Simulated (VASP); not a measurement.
# P in VASP: further runs

P is run at these levels: r2SCAN; tasks: single point.

Program: VASP 6.6.1. These are calculated values, not measurements. Logs are shortened: lines on timing, memory, paths and dates and some standing lists are left out, and cuts for length are marked.

## (1) The cell of the first run

The cell holds a slab with vacuum, 2 atoms: a = 3.028 Å, b = 3.028 Å, c = 28.000 Å, α = 90.00°, β = 90.00°, γ = 120.00°.

## (2) Single point, r2SCAN

POSCAR

```
P
1.0
    3.0280000000      0.0000000000      0.0000000000
   -1.5140000000      2.6223249227      0.0000000000
    0.0000000000      0.0000000000     28.0000000000
P
2
Direct
    0.3333333333      0.6666666667      0.5234107143
    0.6666666667      0.3333333333      0.4765892857
```

INCAR.step1

```
SYSTEM = P
  ALGO = Normal
  DIPOL = 0.5 0.5 0.500
  EDIFF = 1E-4
  ENCUT = 520
  GGA = PE
  IDIPOL = 3
  ISMEAR = 0
  LASPH = .TRUE.
  LCHARG = .FALSE.
  LDIPOL = .TRUE.
  LREAL = .FALSE.
  LWAVE = .TRUE.
  NBANDS = 12
  NELM = 100
  PREC = Accurate
  SIGMA = 0.02
```

INCAR.step2

```
SYSTEM = P
  ALGO = Normal
  DIPOL = 0.5 0.5 0.500
  EDIFF = 1E-7
  ENCUT = 520
  IDIPOL = 3
  ISIF = 2
  ISMEAR = 0
  ISTART = 1
  LASPH = .TRUE.
  LCHARG = .TRUE.
  LDIPOL = .TRUE.
  LELF = .TRUE.
  LMIXTAU = .TRUE.
  LREAL = .FALSE.
  LVACPOTAV = .TRUE.
  LVHAR = .TRUE.
  LWAVE = .FALSE.
  METAGGA = R2SCAN
  NBANDS = 12
  NELM = 100
  PREC = Accurate
  SIGMA = 0.02
```

KPOINTS

```
k-points
0
G
  9 9 1
  0 0 0
```

Potentials or basis: VASP PAW PBE potentials, release 64 (P).

On the command line:

```sh
$ cat potpaw_PBE.64/P/POTCAR > POTCAR
$ cp INCAR.step1 INCAR
$ mpirun -np 1 vasp_std > vasp.out
$ cp INCAR.step2 INCAR
$ mpirun -np 1 vasp_std > vasp.out
```

OUTCAR:

```text
SYSTEM = P
   EDIFF = 1E-7
   ENCUT = 520
   ISIF = 2
   ISMEAR = 0
   ISTART = 1
   LASPH = .TRUE.
   LREAL = .FALSE.
   METAGGA = R2SCAN
   NELM = 100
   PREC = Accurate

 ion  position               nearest neighbor table
   1  0.333  0.667  0.523-   2 2.19   2 2.19   2 2.19
   2  0.667  0.333  0.477-   1 2.19   1 2.19   1 2.19

  LATTYP: Found a hexagonal cell.
 ALAT       =     3.0280000000
 C/A-ratio  =     9.2470277411

  Lattice vectors:

 A1 = (   3.0280000000,   0.0000000000,   0.0000000000)
 A2 = (  -1.5140000000,   2.6223249227,   0.0000000000)
 A3 = (   0.0000000000,   0.0000000000,  28.0000000000)

Analysis of symmetry for initial positions (statically):
=====================================================================
 Subroutine PRICEL returns:
 Original cell was already a primitive cell.

 Routine SETGRP: Setting up the symmetry group for a
 hexagonal supercell.

 Subroutine GETGRP returns: Found 12 space group operations
 (whereof 12 operations were pure point group operations)
 out of a pool of 24 trial point group operations.

The static configuration has the point symmetry D_3d.

Analysis of symmetry for dynamics (positions and initial velocities):
=====================================================================
 Subroutine PRICEL returns:
 Original cell was already a primitive cell.

 Routine SETGRP: Setting up the symmetry group for a
 hexagonal supercell.

 Subroutine GETGRP returns: Found 12 space group operations
 (whereof 12 operations were pure point group operations)
 out of a pool of 24 trial point group operations.

The dynamic configuration has the point symmetry D_3d.

 Subroutine INISYM returns: Found 12 space group operations
 (whereof 12 operations are pure point group operations),
 and found     1 'primitive' translations

----------------------------------------------------------------------------------------

                                     Primitive cell

  volume of cell :     222.3312

  direct lattice vectors                    reciprocal lattice vectors
     3.028000000  0.000000000  0.000000000     0.330250991  0.190670498  0.000000000
    -1.514000000  2.622324923  0.000000000     0.000000000  0.381340997  0.000000000
     0.000000000  0.000000000 28.000000000     0.000000000  0.000000000  0.035714286

  length of vectors
     3.028000000  3.028000000 28.000000000     0.381340997  0.381340997  0.035714286

  position of ions in fractional coordinates (direct lattice)
     0.333333333  0.666666667  0.523410714
     0.666666667  0.333333333  0.476589286

  ion indices of the primitive-cell ions
   primitive index   ion index
                 1           1
                 2           2

----------------------------------------------------------------------------------------

 KPOINTS: k-points

Automatic generation of k-mesh.
 Grid dimensions read from file:
 generate k-points for:    9    9    1

 Generating k-lattice:

  Cartesian coordinates                     Fractional coordinates (reciprocal lattice)
     0.036694555  0.021185611  0.000000000     0.111111111  0.000000000  0.000000000
     0.000000000  0.042371222  0.000000000     0.000000000  0.111111111  0.000000000
     0.000000000  0.000000000  0.035714286     0.000000000  0.000000000  1.000000000

  Length of vectors
     0.042371222  0.042371222  0.035714286

  Shift w.r.t. Gamma in fractional coordinates (k-lattice)
     0.000000000  0.000000000  0.000000000

 Subroutine IBZKPT returns following result:
 ===========================================

 Found     12 irreducible k-points:

 Following reciprocal coordinates:
            Coordinates               Weight
  0.000000  0.000000  0.000000      1.000000
  0.111111  0.000000  0.000000      6.000000
  0.222222  0.000000  0.000000      6.000000
  0.333333  0.000000  0.000000      6.000000
  0.444444  0.000000  0.000000      6.000000
  0.111111  0.111111  0.000000      6.000000
  0.222222  0.111111  0.000000     12.000000
  0.333333  0.111111  0.000000     12.000000
  0.444444  0.111111  0.000000      6.000000
  0.222222  0.222222  0.000000      6.000000
  0.333333  0.222222  0.000000     12.000000
  0.333333  0.333333  0.000000      2.000000
   k-points           NKPTS =     12   k-points in BZ     NKDIM =     12   number of bands    NBANDS=     12
   number of dos      NEDOS =    301   number of ions     NIONS =      2
   total plane-waves  NPLWV = 120960
   dimension x,y,z NGX =    24 NGY =   24 NGZ =  210
   dimension x,y,z NGXF=    48 NGYF=   48 NGZF=  420
   ions per type =               2
   NGX,Y,Z   is equivalent  to a cutoff of  13.18, 13.18, 12.47 a.u.
   NGXF,Y,Z  is equivalent  to a cutoff of  26.35, 26.35, 24.94 a.u.
 SYSTEM =  P
   PREC   = accura    normal or accurate (medium, high low for compatibility)
   ISTART =      1    job   : 0-new  1-cont  2-samecut
   ICHARG =      0    charge: 1-file 2-atom 10-const
   ISPIN  =      1    spin polarized calculation?
   LNONCOLLINEAR =      F non collinear calculations
   LSORBIT =      F    spin-orbit coupling
   LASPH  =      T    aspherical Exc in radial PAW
   ENCUT  =  520.0 eV  38.22 Ry    6.18 a.u.   5.63  5.63 52.06*2*pi/ulx,y,z
   NELM   =    100;   NELMIN=  2; NELMDL=  0     # of ELM steps
   EDIFF  = 0.1E-06   stopping-criterion for ELM
   LREAL  =      F    real-space projection
   EDIFFG = 0.1E-05   stopping-criterion for IOM
   NSW    =      0    number of steps for IOM
   IBRION =     -1    ionic relax: 0-MD 1-quasi-New 2-CG
   NFREE  =      0    steps in history (QN), initial steepest desc. (CG)
   ISIF   =      2    stress and relaxation
   ISYM   =      2    0-nonsym 1-usesym 2-fastsym
   POTIM  = 0.5000    time-step for ionic-motion
   TEBEG  =    0.0;   TEEND  =   0.0 temperature during run
   PSTRESS=    0.0 pullay stress
   NELECT =      10.0000    total number of electrons
   NUPDOWN=      -1.0000    fix difference up-down
   EMIN   =  10.00;   EMAX   =-10.00  energy-range for DOS
   EFERMI =   0.00;   METHOD = LEGACY
   ISMEAR =     0;   SIGMA  =   0.02  broadening in eV -4-tet -1-fermi 0-gaus
   EFERMI_NEDOS =   21; number of points for ismear=-14 and -15
   IALGO  =     38    algorithm
   IMIX   =      4    mixing-type and parameters
     AMIX     =   0.40;   BMIX     =  1.00
     AMIX_MAG =   1.60;   BMIX_MAG =  1.00
  volume/ion in A,a.u.               =     111.17       750.18
  Fermi-wavevector in a.u.,A,eV,Ry     =   0.582203  1.100205  4.611841  0.338961
  Thomas-Fermi vector in A             =   1.627014
   LORBIT       =      0    0 simple, 1 ext, 2 COOP (PROOUT), +10 PAW based schemes
   METAGGA = R2SCAN    functional components
   LHFCALC =     F    Hartree Fock is set to
   AEXX    =    0.0000 exact exchange contribution
   IVDW    =     0    specifies the selected vdW correction
   LEPSILON=     F    determine dielectric tensor
   LRPA    =     F    only Hartree local field effects (RPA)
 non-spin polarized calculation
 Gauss-broadening in eV      SIGMA  =   0.02
  energy-cutoff  :      520.00
  volume of cell :      222.33
 maximum number of plane-waves:      6035
 NGX is ok and might be reduce to    24
   NGX = 11   NGY = 11   NGZ =105

 dipolmoment           0.000000      0.000000      0.000000 electrons x Angstroem

 number of electron      10.0000000 magnetization

 dipolmoment           0.000000      0.000000     -0.000000 electrons x Angstroem

 Free energy of the ion-electron system (eV)
  ---------------------------------------------------
  ext. energy  EPLUGINS =         0.00000000
  ---------------------------------------------------
  free energy    TOTEN  =       -17.48318111 eV

  energy without entropy =      -17.48318111  energy(sigma->0) =      -17.48318111

 E-fermi :  -2.9159     XC(G=0):  -1.9783

 val. band max:       -3.0585834687   @ k =   0.0000   0.0000   0.0000
 cond. band min:      -2.5736484099   @ k =   0.3333   0.3333   0.0000
 fundamental gap:      0.4849350588
 Fermi energy:        -2.9159079467

 k-point     1 :       0.0000    0.0000    0.0000
  band No.  band energies     occupation
      1     -20.2539      2.00000
      2     -11.9950      2.00000
      3      -5.7339      2.00000
      4      -3.0586      2.00000
      5      -3.0586      2.00000
      6       1.1198      0.00000
      7       1.1198      0.00000
      8       1.1632      0.00000
      9       1.8683      0.00000
     10       2.1690      0.00000
     11       2.2637      0.00000
     12       2.7639      0.00000

 k-point     2 :       0.1111    0.0000    0.0000
  band No.  band energies     occupation
      1     -20.0000      2.00000
      2     -11.7677      2.00000
      3      -5.5471      2.00000
      4      -4.8302      2.00000
      5      -3.6787      2.00000
      6       0.6162      0.00000
      7       1.4404      0.00000
      8       1.8240      0.00000
      9       2.1306      0.00000
     10       2.4253      0.00000
     11       2.5396      0.00000
     12       3.3105      0.00000

 k-point     3 :       0.2222    0.0000    0.0000
  band No.  band energies     occupation
      1     -19.2455      2.00000
      2     -11.1488      2.00000
      3      -7.7568      2.00000
      4      -5.0627      2.00000
      5      -4.7230      2.00000
      6      -0.6619      0.00000
      7       1.9809      0.00000
      8       2.2468      0.00000
      9       2.5159      0.00000
     10       2.9780      0.00000
     11       3.2871      0.00000
     12       3.3482      0.00000

 k-point     4 :       0.3333    0.0000    0.0000
  band No.  band energies     occupation
      1     -18.0227      2.00000
      2     -11.3345      2.00000
      3      -9.3497      2.00000
      4      -5.5454      2.00000
      5      -4.8035      2.00000
      6      -1.7896      0.00000
      7       0.1841      0.00000
      8       2.3549      0.00000
      9       3.3342      0.00000
     10       3.9311      0.00000
     11       4.3634      0.00000
     12       4.6657      0.00000

 k-point     5 :       0.4444    0.0000    0.0000
  band No.  band energies     occupation
      1     -16.5105      2.00000
      2     -13.4578      2.00000
      3      -8.2362      2.00000
      4      -5.9783      2.00000
      5      -5.7941      2.00000
      6      -1.5990      0.00000
      7      -0.8002      0.00000
      8       2.1057      0.00000
      9       2.2844      0.00000
     10       5.5545      0.00000
     11       6.1933      0.00000
     12       6.4786      0.00000
[... 48 lines left out ...]
      1     -15.8965      2.00000
      2     -13.8925      2.00000
      3      -7.9958      2.00000
      4      -7.1263      2.00000
      5      -6.0777      2.00000
      6      -1.1761      0.00000
      7       0.2208      0.00000
      8       1.3455      0.00000
      9       2.3960      0.00000
     10       6.6794      0.00000
     11       7.0608      0.00000
     12       7.4782      0.00000

 k-point    10 :       0.2222    0.2222    0.0000
  band No.  band energies     occupation
      1     -17.3004      2.00000
      2     -11.5622      2.00000
      3      -8.6960      2.00000
      4      -8.4963      2.00000
      5      -4.7196      2.00000
      6      -0.6967      0.00000
      7      -0.3080      0.00000
      8       3.4441      0.00000
      9       4.3971      0.00000
     10       4.5384      0.00000
     11       5.1290      0.00000
     12       5.4260      0.00000

 k-point    11 :       0.3333    0.2222    0.0000
  band No.  band energies     occupation
      1     -15.7863      2.00000
      2     -13.2884      2.00000
      3      -9.4896      2.00000
      4      -7.4381      2.00000
      5      -5.5453      2.00000
      6      -1.8195      0.00000
      7       0.4947      0.00000
      8       2.1849      0.00000
      9       4.5107      0.00000
     10       5.8779      0.00000
     11       6.4400      0.00000
     12       7.0389      0.00000

 k-point    12 :       0.3333    0.3333    0.0000
  band No.  band energies     occupation
      1     -14.3767      2.00000
      2     -14.3767      2.00000
      3     -10.4346      2.00000
      4      -6.2886      2.00000
      5      -6.2886      2.00000
      6      -2.5736      0.00000
      7       1.4933      0.00000
      8       1.4933      0.00000
      9       4.8037      0.00000
     10       7.7645      0.00000
     11       8.3191      0.00000
     12       8.3193      0.00000

------------------------ aborting loop because EDIFF is reached ----------------------------------------

 vacuum level on the upper side and lower side of the slab       (xc-potential included)        -0.044        -0.044

  FORCE on cell =-STRESS in cart. coord.  units (eV):
  Direction    XX          YY          ZZ          XY          YZ          ZX
  --------------------------------------------------------------------------------------
  -------------------------------------------------------------------------------------
  Total        4.5249906      4.5249906     -1.1872173      0.0000000      0.0000000     -0.0000000
  in kB       32.6082774     32.6082774     -8.5554018      0.0000000      0.0000000     -0.0000000
  external PRESSURE =      18.8870510 kB  Pullay stress =       0.0000000 kB

 VOLUME and BASIS-vectors are now :
 -----------------------------------------------------------------------------
  energy-cutoff  :      520.00
  volume of cell :      222.33
      direct lattice vectors                 reciprocal lattice vectors
     3.028000000  0.000000000  0.000000000     0.330250991  0.190670498  0.000000000
    -1.514000000  2.622324923  0.000000000     0.000000000  0.381340997  0.000000000
     0.000000000  0.000000000 28.000000000     0.000000000  0.000000000  0.035714286

 POSITION                                       TOTAL-FORCE (eV/Angst)
 -----------------------------------------------------------------------------------
     -0.00000      1.74822     14.65550         0.000000      0.000000     -0.897100
      1.51400      0.87411     13.34450         0.000000      0.000000      0.897100
 -----------------------------------------------------------------------------------
    total drift:                               -0.000000     -0.000000      0.000000

  FREE ENERGIE OF THE ION-ELECTRON SYSTEM (eV)
  ---------------------------------------------------
  free  energy   TOTEN  =       -17.4831811129 eV

  energy  without entropy=      -17.4831811129  energy(sigma->0) =      -17.48318111

 vacuum level on the upper side and lower side of the slab         1.895         1.895
```

It took 89 s on 1 thread of Intel Xeon 6975P-C (Granite Rapids), shared host; peak memory 0.36 GiB.

Results:

| Quantity | Value |
| --- | --- |
| Free energy | -17.4832 eV |
| Largest force | 0.897 eV/Å |
| Band gap on the k mesh | 0.48 eV (least direct gap 3.01 eV) |
| Ionisation potential of the upper face | 4.95 eV |

Forces in eV/Å, atoms in the order of the input:
```
P    0.000  0.000 -0.897
P    0.000  0.000  0.897
```

Caveat: the PAW data sets were made with another functional, which shifts forces and pressure a little.

[end of part 1 of 2]
